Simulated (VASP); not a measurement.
# Ti (P6_3/mmc) in VASP: notebook

The runs below take Ti through single point, relaxation of cell and atoms, with PBEsol.

All numbers are computed with VASP 6.6.1; they aren't measurements. Logs are shortened: lines on timing, memory, paths and dates and some standing lists are left out, and cuts for length are marked.

### 1 The cell of the first run

The structure is hexagonal, space group P6_3/mmc (No. 194). Conventional cell: a = 2.902 Å, b = 2.902 Å, c = 4.589 Å, α = 90.00°, β = 90.00°, γ = 120.00°. Ti (site symmetry -6m2) has 12 Ti at 2.84 to 2.90 Å within 3.7 Å.

### 2 Single point, PBEsol

Input file INCAR:

```
SYSTEM = Ti
PREC = Accurate ; ENCUT = 520
EDIFF = 1E-7 ; ISMEAR = -1
SIGMA = 0.05 ; LREAL = .False.
LASPH = .True. ; NELM = 60
ALGO = Normal ; ISIF = 2
LWAVE = .False. ; LCHARG = .True.
GGA = PS ; LELF = .True.
LVHAR = .True. ; NBANDS = 19
```

Input file KPOINTS:

```
regular mesh
0
Gamma
  8 8 5
  0 0 0
```

Input file POSCAR:

```
Ti
1.0
    2.9020006161      0.0000000000      0.0000000000
   -1.4510003081      2.5132062554      0.0000000000
    0.0000000000      0.0000000000      4.5892726802
Ti
2
Direct
    0.3333333333      0.6666666667      0.2500000000
    0.6666666667      0.3333333333      0.7500000000
```

Potentials or basis: VASP PAW PBE potentials, release 64 (Ti_sv).

On the command line:

```
> cat potpaw_PBE.64/Ti_sv/POTCAR > POTCAR
> mpirun -np 1 vasp_std > vasp.out
```

OUTCAR:

```text
SYSTEM = Ti
   PREC = Accurate
   ENCUT = 520
   EDIFF = 1E-7
   ISMEAR = -1
   LREAL = .False.
   LASPH = .True.
   NELM = 60
   ISIF = 2
   GGA = PS

 ion  position               nearest neighbor table
   1  0.333  0.667  0.250-   2 2.84   2 2.84   2 2.84   2 2.84   2 2.84   2 2.84
   2  0.667  0.333  0.750-   1 2.84   1 2.84   1 2.84   1 2.84   1 2.84   1 2.84

  LATTYP: Found a hexagonal cell.
 ALAT       =     2.9020006161
 C/A-ratio  =     1.5814168525

  Lattice vectors:

 A1 = (   2.9020006161,   0.0000000000,   0.0000000000)
 A2 = (  -1.4510003081,   2.5132062554,   0.0000000000)
 A3 = (   0.0000000000,   0.0000000000,   4.5892726802)

Analysis of symmetry for initial positions (statically):
=====================================================================
 Subroutine PRICEL returns:
 Original cell was already a primitive cell.

 Routine SETGRP: Setting up the symmetry group for a
 hexagonal supercell.

 Subroutine GETGRP returns: Found 24 space group operations
 (whereof 12 operations were pure point group operations)
 out of a pool of 24 trial point group operations.

The static configuration has the point symmetry D_3d.
 The point group associated with its full space group is D_6h.

Analysis of symmetry for dynamics (positions and initial velocities):
=====================================================================
 Subroutine PRICEL returns:
 Original cell was already a primitive cell.

 Routine SETGRP: Setting up the symmetry group for a
 hexagonal supercell.

 Subroutine GETGRP returns: Found 24 space group operations
 (whereof 12 operations were pure point group operations)
 out of a pool of 24 trial point group operations.

The dynamic configuration has the point symmetry D_3d.
 The point group associated with its full space group is D_6h.

 Subroutine INISYM returns: Found 24 space group operations
 (whereof 12 operations are pure point group operations),
 and found     1 'primitive' translations

----------------------------------------------------------------------------------------

                                     Primitive cell

  volume of cell :      33.4711

  direct lattice vectors                    reciprocal lattice vectors
     2.902000616  0.000000000  0.000000000     0.344589865  0.198949051  0.000000000
    -1.451000308  2.513206255  0.000000000     0.000000000  0.397898102  0.000000000
     0.000000000  0.000000000  4.589272680     0.000000000  0.000000000  0.217899452

[... 81 lines left out ...]
   ENCUT  =  520.0 eV  38.22 Ry    6.18 a.u.   5.40  5.40  8.53*2*pi/ulx,y,z
   NELM   =     60;   NELMIN=  2; NELMDL= -5     # of ELM steps
   EDIFF  = 0.1E-06   stopping-criterion for ELM
   LREAL  =      F    real-space projection
   EDIFFG = 0.1E-05   stopping-criterion for IOM
   NSW    =      0    number of steps for IOM
   IBRION =     -1    ionic relax: 0-MD 1-quasi-New 2-CG
   NFREE  =      0    steps in history (QN), initial steepest desc. (CG)
   ISIF   =      2    stress and relaxation
   ISYM   =      2    0-nonsym 1-usesym 2-fastsym
   POTIM  = 0.5000    time-step for ionic-motion
   TEBEG  =    0.0;   TEEND  =   0.0 temperature during run
   PSTRESS=    0.0 pullay stress
   NELECT =      24.0000    total number of electrons
   NUPDOWN=      -1.0000    fix difference up-down
   EMIN   =  10.00;   EMAX   =-10.00  energy-range for DOS
   EFERMI =   0.00;   METHOD = LEGACY
   ISMEAR =    -1;   SIGMA  =   0.05  broadening in eV -4-tet -1-fermi 0-gaus
   EFERMI_NEDOS =   21; number of points for ismear=-14 and -15
   IALGO  =     38    algorithm
   IMIX   =      4    mixing-type and parameters
     AMIX     =   0.40;   BMIX     =  1.00
     AMIX_MAG =   1.60;   BMIX_MAG =  1.00
  volume/ion in A,a.u.               =      16.74       112.94
  Fermi-wavevector in a.u.,A,eV,Ry     =   1.465285  2.768987 29.212523  2.147060
  Thomas-Fermi vector in A             =   2.581160
   LORBIT       =      0    0 simple, 1 ext, 2 COOP (PROOUT), +10 PAW based schemes
   GGA     = PS    functional components
   LHFCALC =     F    Hartree Fock is set to
   AEXX    =    0.0000 exact exchange contribution
   IVDW    =     0    specifies the selected vdW correction
   LEPSILON=     F    determine dielectric tensor
   LRPA    =     F    only Hartree local field effects (RPA)
 non-spin polarized calculation
  energy-cutoff  :      520.00
  volume of cell :       33.47
 maximum number of plane-waves:       929
 NGX is ok and might be reduce to    24
   NGX = 11   NGY = 11   NGZ = 17

 number of electron      23.9999998 magnetization

 Free energy of the ion-electron system (eV)
  ---------------------------------------------------
  ext. energy  EPLUGINS =         0.00000000
  ---------------------------------------------------
  free energy    TOTEN  =       -16.68828306 eV

  energy without entropy =      -16.67277744  energy(sigma->0) =      -16.68053025

 E-fermi :   8.6235     XC(G=0): -11.8141

 val. band max:        8.6019992700   @ k =   0.0000   0.0000   0.4000
 cond. band min:       8.6748391549   @ k =   0.2500   0.2500   0.4000
 fundamental gap:      0.0728398849
 Fermi energy:         8.6234582036

 k-point     1 :       0.0000    0.0000    0.0000
  band No.  band energies     occupation
      1     -47.9654      2.00000
      2     -47.8023      2.00000
      3     -24.7069      2.00000
      4     -23.9716      2.00000
      5     -23.9716      2.00000
      6     -23.8947      2.00000
[... 505 lines left out ...]
      6     -24.0475      2.00000
[... 11 lines left out ...]
     18      11.9654      0.00000
     19      12.0477      0.00000

 [... further k-points ...]

------------------------ aborting loop because EDIFF is reached ----------------------------------------

  FORCE on cell =-STRESS in cart. coord.  units (eV):
  Direction    XX          YY          ZZ          XY          YZ          ZX
  --------------------------------------------------------------------------------------
  -------------------------------------------------------------------------------------
  Total       -0.0575270     -0.0575270     -0.0612124      0.0000000     -0.0000000      0.0000000
  in kB       -2.7536754     -2.7536754     -2.9300865      0.0000000     -0.0000000      0.0000000
  external PRESSURE =      -2.8124791 kB  Pullay stress =       0.0000000 kB

 VOLUME and BASIS-vectors are now :
 -----------------------------------------------------------------------------
  energy-cutoff  :      520.00
  volume of cell :       33.47
      direct lattice vectors                 reciprocal lattice vectors
     2.902000616  0.000000000  0.000000000     0.344589865  0.198949051  0.000000000
    -1.451000308  2.513206255  0.000000000     0.000000000  0.397898102  0.000000000
     0.000000000  0.000000000  4.589272680     0.000000000  0.000000000  0.217899452

 POSITION                                       TOTAL-FORCE (eV/Angst)
 -----------------------------------------------------------------------------------
     -0.00000      1.67547      1.14732         0.000000     -0.000000      0.000000
      1.45100      0.83774      3.44195        -0.000000      0.000000      0.000000
 -----------------------------------------------------------------------------------
    total drift:                               -0.000000      0.000000     -0.000000

  FREE ENERGIE OF THE ION-ELECTRON SYSTEM (eV)
  ---------------------------------------------------
  free  energy   TOTEN  =       -16.6882830639 eV

  energy  without entropy=      -16.6727774405  energy(sigma->0) =      -16.68053025
```

Run time: 29 s. Hardware: 1 thread of Intel Xeon 8259CL, shared host; peak memory 0.16 GiB.

Results:

```yaml
Free_energy: -16.6883 eV
Pressure: -0.3 GPa
Band_gap_on_the_k_mesh: zero (bands 12 and 13 overlap by 0.99 eV)
```

Caveat: the PAW data sets were made with another functional, which shifts forces and pressure a little.

### 3 Relaxation of cell and atoms, PBEsol

This run uses another cell than the first one, of 17.64 Å³/atom.

Input file INCAR:

```
SYSTEM = Ti
PREC = Accurate
ENCUT = 600
EDIFF = 1E-6
ISMEAR = -1
SIGMA = 0.05
LREAL = .FALSE.
LASPH = .TRUE.
NELM = 60
ALGO = Normal
ISIF = 3
LWAVE = .FALSE.
LCHARG = .FALSE.
GGA = PS
IBRION = 2
NSW = 80
EDIFFG = -0.01
```

Input file KPOINTS:

```
regular mesh
0
G
  8 8 5
  0 0 0
```

Input file POSCAR:

```
Ti
1.0
    2.9500000000      0.0000000000      0.0000000000
   -1.4750000000      2.5547700000      0.0000000000
    0.0000000000      0.0000000000      4.6800000000
Ti
2
Direct
    0.3333333333      0.6666666667      0.2500000000
    0.6666666667      0.3333333333      0.7500000000
```

Potentials or basis: VASP PAW PBE potentials, release 64 (Ti_sv).

On the command line:

```
> cat potpaw_PBE.64/Ti_sv/POTCAR > POTCAR
> mpirun -np 1 vasp_std > vasp.out
```

OUTCAR:

```text
SYSTEM = Ti
   PREC = Accurate
   ENCUT = 600
   EDIFF = 1E-6
   ISMEAR = -1
   LREAL = .FALSE.
   LASPH = .TRUE.
   NELM = 60
   ISIF = 3
   GGA = PS
   IBRION = 2
   NSW = 80
   EDIFFG = -0.01

 ion  position               nearest neighbor table
   1  0.333  0.667  0.250-   2 2.89   2 2.89   2 2.89   2 2.89   2 2.89   2 2.89
   2  0.667  0.333  0.750-   1 2.89   1 2.89   1 2.89   1 2.89   1 2.89   1 2.89

  LATTYP: Found a hexagonal cell.
 ALAT       =     2.9500000000
 C/A-ratio  =     1.5864406780

  Lattice vectors:

 A1 = (   2.9500000000,   0.0000000000,   0.0000000000)
 A2 = (  -1.4750000000,   2.5547700000,   0.0000000000)
 A3 = (   0.0000000000,   0.0000000000,   4.6800000000)

Analysis of symmetry for initial positions (statically):
=====================================================================
 Subroutine PRICEL returns:
 Original cell was already a primitive cell.

 Routine SETGRP: Setting up the symmetry group for a
 hexagonal supercell.

 Subroutine GETGRP returns: Found 24 space group operations
 (whereof 12 operations were pure point group operations)
 out of a pool of 24 trial point group operations.

The static configuration has the point symmetry D_3d.
 The point group associated with its full space group is D_6h.

Analysis of symmetry for dynamics (positions and initial velocities):
=====================================================================
 Subroutine PRICEL returns:
 Original cell was already a primitive cell.

 Routine SETGRP: Setting up the symmetry group for a
 hexagonal supercell.

 Subroutine GETGRP returns: Found 24 space group operations
 (whereof 12 operations were pure point group operations)
 out of a pool of 24 trial point group operations.

The dynamic configuration has the point symmetry D_3d.
 The point group associated with its full space group is D_6h.

 Subroutine INISYM returns: Found 24 space group operations
[... 126 lines left out ...]
   LEPSILON=     F    determine dielectric tensor
   LRPA    =     F    only Hartree local field effects (RPA)
 conjugate gradient relaxation of ions
 non-spin polarized calculation
  energy-cutoff  :      600.00
  volume of cell :       35.27
 maximum number of plane-waves:      1192
 NGX is ok and might be reduce to    24
   NGX = 11   NGY = 11   NGZ = 19

--------------------------------------- Ionic step        1  -------------------------------------------

 number of electron      23.9999996 magnetization

 Free energy of the ion-electron system (eV)
  ---------------------------------------------------
  ext. energy  EPLUGINS =         0.00000000
  ---------------------------------------------------
  free energy    TOTEN  =       -16.65219267 eV

  energy without entropy =      -16.63680284  energy(sigma->0) =      -16.64449776

------------------------ aborting loop because EDIFF is reached ----------------------------------------

  FORCE on cell =-STRESS in cart. coord.  units (eV):
  Direction    XX          YY          ZZ          XY          YZ          ZX
  --------------------------------------------------------------------------------------
  -------------------------------------------------------------------------------------
  Total       -1.2575642     -1.2575594     -1.3949716     -0.0000000     -0.0000000      0.0000000
  in kB      -57.1243253    -57.1241043    -63.3659969     -0.0000000     -0.0000000      0.0000000
  external PRESSURE =     -59.2048089 kB  Pullay stress =       0.0000000 kB
[... 131 lines left out ...]
--------------------------------------- Ionic step        5  -------------------------------------------

 number of electron      23.9999997 magnetization

 Free energy of the ion-electron system (eV)
  ---------------------------------------------------
  ext. energy  EPLUGINS =         0.00000000
  ---------------------------------------------------
  free energy    TOTEN  =       -16.68876029 eV

  energy without entropy =      -16.67322088  energy(sigma->0) =      -16.68099058

 E-fermi :   8.6470     XC(G=0): -11.8244

 val. band max:        8.6239788593   @ k =   0.0000   0.0000   0.4000
 cond. band min:       8.6990471082   @ k =   0.2500   0.2500   0.4000
 fundamental gap:      0.0750682488
 Fermi energy:         8.6470267734

 k-point     1 :       0.0000    0.0000    0.0000
  band No.  band energies     occupation
      1     -47.9380      2.00000
      2     -47.7738      2.00000
      3     -24.6822      2.00000
      4     -23.9422      2.00000
      5     -23.9421      2.00000
      6     -23.8653      2.00000
[... 433 lines left out ...]
      3     -24.5233      2.00000
      4     -24.4590      2.00000
      5     -24.1018      2.00000
      6     -24.0189      2.00000
[... 8 lines left out ...]
     15      10.0027      0.00000
     16      10.8076      0.00000

 [... further k-points ...]

------------------------ aborting loop because EDIFF is reached ----------------------------------------

  FORCE on cell =-STRESS in cart. coord.  units (eV):
  Direction    XX          YY          ZZ          XY          YZ          ZX
  --------------------------------------------------------------------------------------
  -------------------------------------------------------------------------------------
  Total        0.0028842      0.0028842     -0.0146800      0.0000000     -0.0000000      0.0000000
  in kB        0.1383584      0.1383579     -0.7042188      0.0000000     -0.0000000      0.0000000
  external PRESSURE =      -0.1425009 kB  Pullay stress =       0.0000000 kB
[... 17 lines left out ...]
  FREE ENERGIE OF THE ION-ELECTRON SYSTEM (eV)
  ---------------------------------------------------
  free  energy   TOTEN  =       -16.6887602900 eV

  energy  without entropy=      -16.6732208782  energy(sigma->0) =      -16.68099058

 reached required accuracy - stopping structural energy minimisation
```

OSZICAR:

```text
N       E                     dE             d eps       ncg     rms          rms(c)
DAV:   1     0.259944262339E+03    0.25994E+03   -0.14522E+04   960   0.202E+03
DAV:   2     0.982316697096E+01   -0.25012E+03   -0.24857E+03  1000   0.522E+02
DAV:   3    -0.177688574656E+02   -0.27592E+02   -0.27398E+02  1888   0.140E+02
[... 48 lines left out ...]
DAV:   2    -0.166887684941E+02    0.70976E-03   -0.29184E-03  1368   0.675E-01    0.645E-02
DAV:   3    -0.166887326511E+02    0.35843E-04   -0.49769E-04  1432   0.165E-01    0.236E-02
DAV:   4    -0.166887477808E+02   -0.15130E-04   -0.75344E-05  1272   0.754E-02    0.933E-03
DAV:   5    -0.166887598561E+02   -0.12075E-04   -0.40962E-05  1416   0.466E-02    0.134E-02
DAV:   6    -0.166887602900E+02   -0.43391E-06   -0.96261E-06   968   0.310E-02
   5 F= -.16688760E+02 E0= -.16680991E+02  d E =-.197398E-04
```

CONTCAR:

```text
Ti
   1.00000000000000
     2.8994242167276365   -0.0000000000000000    0.0000000000000000
    -1.4497121083638183    2.5109703413721909    0.0000000000000000
     0.0000000000000000   -0.0000000000000000    4.5874885271975012
  Ti
     2
Direct
     0.3333333332999970    0.6666666667000030    0.2500000000000000
     0.6666666667000030    0.3333333332999970    0.7500000000000000

  0.00000000E+00  0.00000000E+00  0.00000000E+00
  0.00000000E+00  0.00000000E+00  0.00000000E+00
```

Wall time 1.9 min (1 thread of Intel Xeon 8259CL, shared host); peak memory 0.17 GiB.

What came out:

- Free energy: -16.6888 eV
- Relaxed volume: 16.70 Å³/atom
- Relaxed cell: a = 2.899 Å, b = 2.899 Å, c = 4.587 Å, α = 90.00°, β = 90.00°, γ = 120.00°
- Space group after relaxing (to 0.1 Å): P6_3/mmc (No. 194)
- Energy gained by relaxing: 18.3 meV/atom
- Ionic steps: 5
- Pressure after relaxing: 0.0 GPa
- Band gap on the k mesh: zero (bands 12 and 13 overlap by 0.99 eV)

Stress tensor (GPa, compression positive):
```
 0.01  0.00  0.00
 0.00  0.01  0.00
 0.00  0.00 -0.07
```

The path:
```tsv
step	energy change (eV)	largest force (eV/Å)	pressure (GPa)	volume (Å³)
1	0.0000	0.0000	-5.92	35.27
2	-0.0154	0.0000	5.23	32.05
3	-0.0366	0.0000	-0.01	33.39
4	-0.0365	0.0000	0.10	33.35
5	-0.0366	0.0000	-0.01	33.40
```

Final structure:
```
CELL_PARAMETERS angstrom
2.89942 0.00000 0.00000
-1.44971 2.51097 0.00000
0.00000 0.00000 4.58749
ATOMIC_POSITIONS crystal
Ti 0.33333 0.66667 0.25000
Ti 0.66667 0.33333 0.75000
```

Levels at points of the mesh, in eV from the Fermi level:
```csv
k point,band 9,band 10,band 11,band 12,band 13,band 14,band 15,band 16
"(0.00, 0.00, 0.00)",-6.32,-2.81,0.77,0.77,0.88,0.91,1.31,1.31
"(0.50, 0.00, 0.00)",-2.42,-2.30,-1.98,-0.60,0.45,0.64,1.22,3.50
```

Caveat: the PAW data sets were made with another functional, which shifts forces and pressure a little.
